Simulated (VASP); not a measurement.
# GaN in VASP: notebook

The runs below take GaN through single point, with r2SCAN.

All numbers are computed with VASP 6.6.1; they aren't measurements. Logs are shortened: lines on timing, memory, paths and dates and some standing lists are left out, and cuts for length are marked.

## (1) The cell of the first run

Symmetry: F-43m, No. 216, cubic system. Conventional cell: a = 4.498 Å, b = 4.498 Å, c = 4.498 Å, α = 90.00°, β = 90.00°, γ = 90.00°. Ga (site symmetry -43m) has 4 N at 1.95 Å within 2.6 Å. Within 2.6 Å of N (site symmetry -43m) lie 4 Ga at 1.95 Å.

## (2) Single point, r2SCAN

Input file POSCAR:

```
GaN
1.0
    2.2489450353      2.2489450353      0.0000000000
   -2.2489450353      2.2489450353      0.0000000000
    0.0000000000      2.2489450353      2.2489450353
Ga N
1 1
Direct
    0.0000000000      0.0000000000      0.0000000000
    0.2500000000      0.7500000000      0.5000000000
```

Input file INCAR.step1:

```
SYSTEM = GaN
ALGO     = Normal         ! electronic algorithm
EDIFF    = 1E-4           ! SCF threshold, eV
ENCUT    = 520            ! plane-wave cutoff, eV
GGA      = PE             ! functional
ISMEAR   = 0              ! smearing method
LASPH    = .True.         ! aspherical terms in the spheres
LCHARG   = .False.        ! write CHGCAR
LREAL    = .False.        ! projectors in reciprocal space
LWAVE    = .True.         ! write WAVECAR
NBANDS   = 16             ! bands
NELM     = 80             ! most SCF steps
PREC     = Accurate       ! precision mode
SIGMA    = 0.01           ! smearing width, eV
```

Input file INCAR.step2:

```
SYSTEM = GaN
ALGO     = Normal         ! electronic algorithm
EDIFF    = 1E-6           ! SCF threshold, eV
ENCUT    = 520            ! plane-wave cutoff, eV
ISIF     = 2              ! what is computed and relaxed
ISMEAR   = 0              ! smearing method
ISTART   = 1            
LASPH    = .True.         ! aspherical terms in the spheres
LCHARG   = .False.        ! write CHGCAR
LMIXTAU  = .True.       
LREAL    = .False.        ! projectors in reciprocal space
LWAVE    = .False.        ! write WAVECAR
METAGGA  = R2SCAN         ! meta-GGA
NBANDS   = 16             ! bands
NELM     = 80             ! most SCF steps
PREC     = Accurate       ! precision mode
SIGMA    = 0.01           ! smearing width, eV
```

Input file KPOINTS:

```
k-points
0
Gamma
  10 10 10
  0 0 0
```

Potentials or basis: VASP PAW PBE potentials, release 64 (Ga_d, N).

The run is started by

```sh
> cat potpaw_PBE.64/Ga_d/POTCAR potpaw_PBE.64/N/POTCAR > POTCAR
> cp INCAR.step1 INCAR
> mpirun -np 1 vasp_std > vasp.out
> cp INCAR.step2 INCAR
> mpirun -np 1 vasp_std > vasp.out
```

OUTCAR:

```text
SYSTEM = GaN
   EDIFF = 1E-6
   ENCUT = 520
   ISIF = 2
   ISMEAR = 0
   ISTART = 1
   LASPH = .True.
   LREAL = .False.
   METAGGA = R2SCAN
   NELM = 80
   PREC = Accurate

 ion  position               nearest neighbor table
   1  0.000  0.000  0.000-   2 1.95   2 1.95   2 1.95   2 1.95
   2  0.250  0.750  0.500-   1 1.95   1 1.95   1 1.95   1 1.95

  LATTYP: Found a face centered cubic cell.
 ALAT       =     4.4978900706

  Lattice vectors:

 A1 = (   0.0000000000,   2.2489450353,   2.2489450353)
 A2 = (   2.2489450353,   0.0000000000,   2.2489450353)
 A3 = (   2.2489450353,   2.2489450353,   0.0000000000)

Analysis of symmetry for initial positions (statically):
=====================================================================
 Subroutine PRICEL returns:
 Original cell was already a primitive cell.

 Routine SETGRP: Setting up the symmetry group for a
 face centered cubic supercell.

 Subroutine GETGRP returns: Found 24 space group operations
 (whereof 24 operations were pure point group operations)
 out of a pool of 48 trial point group operations.

The static configuration has the point symmetry T_d .

Analysis of symmetry for dynamics (positions and initial velocities):
=====================================================================
 Subroutine PRICEL returns:
 Original cell was already a primitive cell.

 Routine SETGRP: Setting up the symmetry group for a
 face centered cubic supercell.

 Subroutine GETGRP returns: Found 24 space group operations
 (whereof 24 operations were pure point group operations)
 out of a pool of 48 trial point group operations.

The dynamic configuration has the point symmetry T_d .

 Subroutine INISYM returns: Found 24 space group operations
 (whereof 24 operations are pure point group operations),
 and found     1 'primitive' translations

----------------------------------------------------------------------------------------

                                     Primitive cell

  volume of cell :      22.7492

  direct lattice vectors                    reciprocal lattice vectors
     2.248945035  2.248945035  0.000000000     0.222326465  0.222326465 -0.222326465
    -2.248945035  2.248945035  0.000000000    -0.222326465  0.222326465 -0.222326465
     0.000000000  2.248945035  2.248945035     0.000000000  0.000000000  0.444652930

  length of vectors
     3.180488570  3.180488570  3.180488570     0.385080733  0.385080733  0.444652930

  position of ions in fractional coordinates (direct lattice)
     0.000000000  0.000000000  0.000000000
     0.250000000  0.750000000  0.500000000

  ion indices of the primitive-cell ions
   primitive index   ion index
                 1           1
                 2           2

----------------------------------------------------------------------------------------

 KPOINTS: k-points

Automatic generation of k-mesh.
 Grid dimensions read from file:
 generate k-points for:   10   10   10

 Generating k-lattice:

  Cartesian coordinates                     Fractional coordinates (reciprocal lattice)
     0.022232647  0.022232647 -0.022232647     0.100000000  0.000000000  0.000000000
    -0.022232647  0.022232647 -0.022232647     0.000000000  0.100000000  0.000000000
     0.000000000  0.000000000  0.044465293     0.000000000  0.000000000  0.100000000

  Length of vectors
     0.038508073  0.038508073  0.044465293

  Shift w.r.t. Gamma in fractional coordinates (k-lattice)
     0.000000000  0.000000000  0.000000000

 Subroutine IBZKPT returns following result:
 ===========================================

 Found     47 irreducible k-points:

 Following reciprocal coordinates:
            Coordinates               Weight
  0.000000  0.000000  0.000000      1.000000
  0.100000  0.000000  0.000000      8.000000
  0.200000  0.000000  0.000000      8.000000
  0.300000  0.000000  0.000000      8.000000
  0.400000  0.000000  0.000000      8.000000
  0.500000  0.000000  0.000000      4.000000
[... 16 lines left out ...]
  0.300000  0.300000  0.000000     12.000000
  0.400000  0.300000  0.000000     24.000000
 [... further k-points ...]
   k-points           NKPTS =     47   k-points in BZ     NKDIM =     47   number of bands    NBANDS=     16
   number of dos      NEDOS =    301   number of ions     NIONS =      2
   total plane-waves  NPLWV =  13824
   dimension x,y,z NGX =    24 NGY =   24 NGZ =   24
   dimension x,y,z NGXF=    48 NGYF=   48 NGZF=   48
   ions per type =               1   1
   NGX,Y,Z   is equivalent  to a cutoff of  12.54, 12.54, 12.54 a.u.
   NGXF,Y,Z  is equivalent  to a cutoff of  25.09, 25.09, 25.09 a.u.
 SYSTEM =  GaN
   PREC   = accura    normal or accurate (medium, high low for compatibility)
   ISTART =      1    job   : 0-new  1-cont  2-samecut
   ICHARG =      0    charge: 1-file 2-atom 10-const
   ISPIN  =      1    spin polarized calculation?
   LNONCOLLINEAR =      F non collinear calculations
   LSORBIT =      F    spin-orbit coupling
[... 54 lines left out ...]
 cond. band min:       7.2423631396   @ k =   0.0000   0.0000   0.0000
 fundamental gap:      2.1597487382
 Fermi energy:         5.2503995616

 k-point     1 :       0.0000    0.0000    0.0000
  band No.  band energies     occupation
      1     -11.7005      2.00000
      2      -8.7526      2.00000
      3      -8.7526      2.00000
      4      -8.7526      2.00000
      5      -8.3954      2.00000
      6      -8.3954      2.00000
[... 8 lines left out ...]
     15      24.8572      0.00000
     16      24.8572      0.00000

 k-point     2 :       0.1000    0.0000    0.0000
  band No.  band energies     occupation
      1     -11.5885      2.00000
      2      -8.7381      2.00000
      3      -8.7381      2.00000
      4      -8.7125      2.00000
      5      -8.3966      2.00000
      6      -8.3966      2.00000
[... 8 lines left out ...]
     15      23.4352      0.00000
     16      23.5481      0.00000

 k-point     3 :       0.2000    0.0000    0.0000
  band No.  band energies     occupation
      1     -11.3017      2.00000
      2      -8.7042      2.00000
      3      -8.7042      2.00000
      4      -8.5514      2.00000
      5      -8.3954      2.00000
      6      -8.3954      2.00000
[... 8 lines left out ...]
     15      22.6449      0.00000
     16      22.6449      0.00000

 k-point     4 :       0.3000    0.0000    0.0000
  band No.  band energies     occupation
      1     -10.9797      2.00000
      2      -8.6726      2.00000
      3      -8.6726      2.00000
      4      -8.3823      2.00000
      5      -8.3823      2.00000
      6      -8.1746      2.00000
[... 8 lines left out ...]
     15      23.2037      0.00000
     16      23.2037      0.00000

 k-point     5 :       0.4000    0.0000    0.0000
  band No.  band energies     occupation
      1     -10.7672      2.00000
      2      -8.6574      2.00000
      3      -8.6574      2.00000
      4      -8.3604      2.00000
      5      -8.3604      2.00000
      6      -7.6036      2.00000
[... 8 lines left out ...]
     15      24.7500      0.00000
     16      24.7500      0.00000

 k-point     6 :       0.5000    0.0000    0.0000
  band No.  band energies     occupation
      1     -10.7004      2.00000
      2      -8.6541      2.00000
      3      -8.6540      2.00000
      4      -8.3494      2.00000
      5      -8.3493      2.00000
      6      -7.2673      2.00000
[... 8 lines left out ...]
     15      25.8891      0.00000
     16      25.8891      0.00000
[... 267 lines left out ...]
 k-point    21 :      -0.3000    0.2000    0.0000
  band No.  band energies     occupation
      1     -10.9366      2.00000
      2      -8.6302      2.00000
      3      -8.6065      2.00000
      4      -8.5264      2.00000
      5      -8.3548      2.00000
      6      -8.1910      2.00000
[... 8 lines left out ...]
     15      26.5546      0.00000
     16      26.8528      0.00000

 k-point    22 :      -0.2000    0.2000    0.0000
  band No.  band energies     occupation
      1     -11.1768      2.00000
      2      -8.6503      2.00000
      3      -8.6503      2.00000
      4      -8.5969      2.00000
      5      -8.3848      2.00000
      6      -8.3676      2.00000
[... 8 lines left out ...]
     15      26.7680      0.00000
     16      27.6534      0.00000

 k-point    23 :       0.3000    0.3000    0.0000
  band No.  band energies     occupation
      1     -10.5796      2.00000
      2      -8.6304      2.00000
      3      -8.5455      2.00000
      4      -8.4244      2.00000
      5      -8.3920      2.00000
      6      -7.0135      2.00000
[... 8 lines left out ...]
     15      23.7478      0.00000
     16      28.7291      0.00000

 k-point    24 :       0.4000    0.3000    0.0000
  band No.  band energies     occupation
      1     -10.5326      2.00000
      2      -8.6198      2.00000
      3      -8.5113      2.00000
      4      -8.4538      2.00000
      5      -8.3623      2.00000
      6      -6.7971      2.00000
[... 8 lines left out ...]
     15      25.8397      0.00000
     16      28.9450      0.00000

 [... further k-points ...]

------------------------ aborting loop because EDIFF is reached ----------------------------------------

  FORCE on cell =-STRESS in cart. coord.  units (eV):
  Direction    XX          YY          ZZ          XY          YZ          ZX
  --------------------------------------------------------------------------------------
  -------------------------------------------------------------------------------------
  Total        0.1515712      0.1515712      0.1515712      0.0000000     -0.0000000      0.0000000
  in kB       10.6748252     10.6748252     10.6748252      0.0000000     -0.0000000      0.0000000
  external PRESSURE =      10.6748252 kB  Pullay stress =       0.0000000 kB

 VOLUME and BASIS-vectors are now :
 -----------------------------------------------------------------------------
  energy-cutoff  :      520.00
  volume of cell :       22.75
      direct lattice vectors                 reciprocal lattice vectors
     2.248945035  2.248945035  0.000000000     0.222326465  0.222326465 -0.222326465
    -2.248945035  2.248945035  0.000000000    -0.222326465  0.222326465 -0.222326465
     0.000000000  2.248945035  2.248945035     0.000000000  0.000000000  0.444652930

 POSITION                                       TOTAL-FORCE (eV/Angst)
 -----------------------------------------------------------------------------------
      0.00000      0.00000      0.00000         0.000000      0.000000      0.000000
     -1.12447      3.37342      1.12447        -0.000000     -0.000000      0.000000
 -----------------------------------------------------------------------------------
    total drift:                                0.000036     -0.000000      0.000000

  FREE ENERGIE OF THE ION-ELECTRON SYSTEM (eV)
  ---------------------------------------------------
  free  energy   TOTEN  =       -21.8963531486 eV

  energy  without entropy=      -21.8963531486  energy(sigma->0) =      -21.89635315
```

It took 30 s on 1 thread of Intel Xeon 6975P-C, shared host; peak memory 0.15 GiB.

What came out:

* Free energy: -21.8964 eV
* Pressure: 1.1 GPa
* Band gap on the k mesh: 2.16 eV, direct

Levels at points of the mesh, in eV from the valence-band top:
| k point | band 7 | band 8 | band 9 | band 10 | band 11 | band 12 |
| --- | --- | --- | --- | --- | --- | --- |
| (0.00, 0.00, 0.00) | 0.00 | 0.00 | 0.00 | 2.16 | 11.04 | 11.04 |
| (0.50, 0.00, 0.00) | -7.20 | -1.00 | -1.00 | 5.21 | 9.47 | 11.03 |
| (0.50, 0.50, 0.00) | -6.24 | -2.80 | -2.80 | 3.77 | 7.28 | 12.63 |

Caveat: the PAW data sets were made with another functional, which shifts forces and pressure a little. r2SCAN opens gaps a little over a GGA but as a rule still falls short of measured ones.

## (3) Single point, r2SCAN (in-plane strain -0.02)

Input file POSCAR:

```
GaN
1.0
    2.2039661346      2.2039661346      0.0000000000
   -2.2039661346      2.2039661346      0.0000000000
    0.0000000000      2.2039661346      2.2759323758
Ga N
1 1
Direct
    0.0000000000      0.0000000000      0.0000000000
    0.2500000000      0.7500000000      0.5000000000
```

Input file INCAR.step1:

```
PREC = Accurate
ENCUT = 520
ISMEAR = 0
SIGMA = 0.01
LREAL = F
LASPH = T
NELM = 80
NBANDS = 16
GGA = PE
ALGO = Normal
EDIFF = 1E-4
LWAVE = T
LCHARG = F
```

Input file INCAR.step2:

```
PREC = Accurate
ENCUT = 520
EDIFF = 1E-6
ISMEAR = 0
SIGMA = 0.01
LREAL = F
LASPH = T
NELM = 80
ALGO = Normal
ISIF = 2
LWAVE = F
LCHARG = F
METAGGA = R2SCAN
LMIXTAU = T
NBANDS = 16
ISTART = 1
```

Input file KPOINTS:

```
regular mesh
0
Gamma
  10 10 10
```

Potentials or basis: VASP PAW PBE potentials, release 64 (Ga_d, N).

The run is started by

```sh
> cat potpaw_PBE.64/Ga_d/POTCAR potpaw_PBE.64/N/POTCAR > POTCAR
> cp INCAR.step1 INCAR
> mpirun -np 1 vasp_std > vasp.out
> cp INCAR.step2 INCAR
> mpirun -np 1 vasp_std > vasp.out
```

Run time: 61 s. Hardware: 1 thread of Intel Xeon 6975P-C, shared host; peak memory 0.17 GiB.

The run converged. Its results:

```
Free energy            : -21.8733 eV
Pressure               : 7.0 GPa
Band gap on the k mesh : 2.29 eV, direct
```

Stress tensor (GPa, compression positive):
```
8.50 0.00 0.00
0.00 8.50 0.00
0.00 0.00 4.08
```

Levels at points of the mesh, in eV from the valence-band top:
| k point | band 5 | band 6 | band 7 | band 8 | band 9 | band 10 | band 11 | band 12 | band 13 | band 14 |
| --- | --- | --- | --- | --- | --- | --- | --- | --- | --- | --- |
| (0.00, 0.00, 0.00) | -13.53 | -13.53 | -0.16 | 0.00 | 0.00 | 2.29 | 11.15 | 11.15 | 11.25 | 18.99 |
| (0.50, 0.00, 0.00) | -13.47 | -12.39 | -7.44 | -1.22 | -0.97 | 5.32 | 9.58 | 10.92 | 11.39 | 16.74 |
| (0.50, 0.50, 0.00) | -13.44 | -11.96 | -6.30 | -3.05 | -3.03 | 3.66 | 7.22 | 12.96 | 14.80 | 15.63 |
| (0.00, 0.00, 0.50) | -13.45 | -12.14 | -6.66 | -2.79 | -2.79 | 3.89 | 7.77 | 12.47 | 15.39 | 15.39 |

Caveat: the cell differs from its parent crystal (in-plane strain -0.02); the PAW data sets were made with another functional, which shifts forces and pressure a little.

## (4) Single point, r2SCAN (in-plane strain -0.02, then relaxed in part)

POSCAR, as its differences from that of step 3:

```diff
@@ -4,3 +4,3 @@
    -2.2039661346      2.2039661346      0.0000000000
-    0.0000000000      2.2039661346      2.2759323758
+    0.0000000000      2.2039661346      2.2958377379
 Ga N
```

Input file INCAR.step1:

```
SYSTEM = GaN
  PREC = Accurate
  ENCUT = 520
  ISMEAR = 0
  SIGMA = 0.01
  LREAL = .FALSE.
  LASPH = .TRUE.
  NELM = 100
  NBANDS = 16
  GGA = PE
  ALGO = Normal
  EDIFF = 1E-4
  LWAVE = .TRUE.
  LCHARG = .FALSE.
```

Input file INCAR.step2:

```
SYSTEM = GaN
  PREC = Accurate
  ENCUT = 520
  EDIFF = 1E-6
  ISMEAR = 0
  SIGMA = 0.01
  LREAL = .FALSE.
  LASPH = .TRUE.
  NELM = 100
  ALGO = Normal
  ISIF = 2
  LWAVE = .FALSE.
  LCHARG = .FALSE.
  METAGGA = R2SCAN
  LMIXTAU = .TRUE.
  NBANDS = 16
  ISTART = 1
```

Input file KPOINTS:

```
regular mesh
0
G
  10 10 10
  0 0 0
```

The run is started by

```sh
> cat potpaw_PBE.64/Ga_d/POTCAR potpaw_PBE.64/N/POTCAR > POTCAR
> cp INCAR.step1 INCAR
> mpirun -np 1 vasp_std > vasp.out
> cp INCAR.step2 INCAR
> mpirun -np 1 vasp_std > vasp.out
```

Wall time 71 s (1 thread of Intel Xeon 6975P-C, shared host); peak memory 0.17 GiB.

Results (log left out):

| Item | Value |
| --- | --- |
| Free energy | -21.8767 eV |
| Pressure | 5.1 GPa |
| Band gap on the k mesh | 2.22 eV, direct |

Stress tensor (GPa, compression positive):
```
6.99 0.00 0.00
0.00 6.99 0.00
0.00 0.00 1.25
```

Levels at points of the mesh, in eV from the valence-band top:
| k point | band 5 | band 6 | band 7 | band 8 | band 9 | band 10 | band 11 | band 12 | band 13 | band 14 |
| --- | --- | --- | --- | --- | --- | --- | --- | --- | --- | --- |
| (0.00, 0.00, 0.00) | -13.55 | -13.55 | -0.21 | 0.00 | 0.00 | 2.22 | 11.07 | 11.07 | 11.20 | 18.86 |
| (0.50, 0.00, 0.00) | -13.48 | -12.41 | -7.39 | -1.26 | -0.93 | 5.23 | 9.52 | 10.82 | 11.40 | 16.63 |
| (0.50, 0.50, 0.00) | -13.46 | -11.97 | -6.24 | -3.06 | -3.03 | 3.62 | 7.10 | 12.91 | 14.56 | 15.60 |
| (0.00, 0.00, 0.50) | -13.47 | -12.18 | -6.70 | -2.72 | -2.72 | 3.91 | 7.79 | 12.30 | 15.31 | 15.31 |

Caveat: the cell differs from its parent crystal (in-plane strain -0.02, then relaxed in part); the PAW data sets were made with another functional, which shifts forces and pressure a little.

## (5) Summary

| cell | gap on the mesh (eV) | pressure (GPa) |
| --- | --- | --- |
| a = 3.180 Å, angles 60.0, 60.0, 90.0°, 2 atoms | 2.16 | 1.1 |
| a = 3.117, b = 3.117, c = 3.168 Å, angles 60.5, 60.5, 90.0°, 2 atoms | 2.29 | 7.0 |
| a = 3.117, b = 3.117, c = 3.183 Å, angles 60.7, 60.7, 90.0°, 2 atoms | 2.22 | 5.1 |

Alike in all rows: task single point; level r2SCAN; potentials or basis VASP PAW PBE potentials, release 64 (Ga_d, N); no spin polarisation; k mesh 10 × 10 × 10; cutoff (eV) 520; smearing gaussian 0.01 eV.

Caveats: the PAW data sets were made with another functional, which shifts forces and pressure a little.

Total energies depend on the potentials used, so only differences within one code and one set of settings carry meaning.
